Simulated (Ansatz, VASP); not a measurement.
# Cs3SI in VASP and in Ansatz

```
Cs S I
1.0
     6.61994    0.00000    0.00000
     0.00000    6.61994    0.00000
     0.00000    0.00000    6.61994
Cs S I
3 1 1
Cartesian
  3.3100 0.0000 0.0000
  0.0000 3.3100 0.0000
  0.0000 0.0000 3.3100
  0.0000 0.0000 0.0000
  3.3100 3.3100 3.3100
```

Alike in both runs: task single point; functional PBE; k mesh 4 × 4 × 4; occupations gaussian, width 0.02 eV; no spin polarisation.

```csv
,VASP,Ansatz
version,VASP 6.6.1,Ansatz 0.2.0
potentials or method,"VASP PAW PBE potentials, release 64 (Cs_sv, S, I), cutoff 520 eV","scalar-relativistic, plane waves, PAW"
valence electrons in the cell,40,50
```

Ansatz gave:

- gap on the k mesh at the Fermi level (eV): 1.08
- least direct gap on the mesh (eV): 1.08
- pressure (GPa): 0.3

**Question.** Estimate VASP's values.

**Answer.** gap on the k mesh at the Fermi level (eV): 1.05; least direct gap on the mesh (eV): 1.05; pressure (GPa): 0.3.

The functional is the same, so the differences come from potentials, cutoffs and numerics. VASP's potentials hold 40 valence electrons a cell and Ansatz's 50, so a difference there can come from the potentials and not from the codes.

Neither program's run includes spin-orbit coupling.
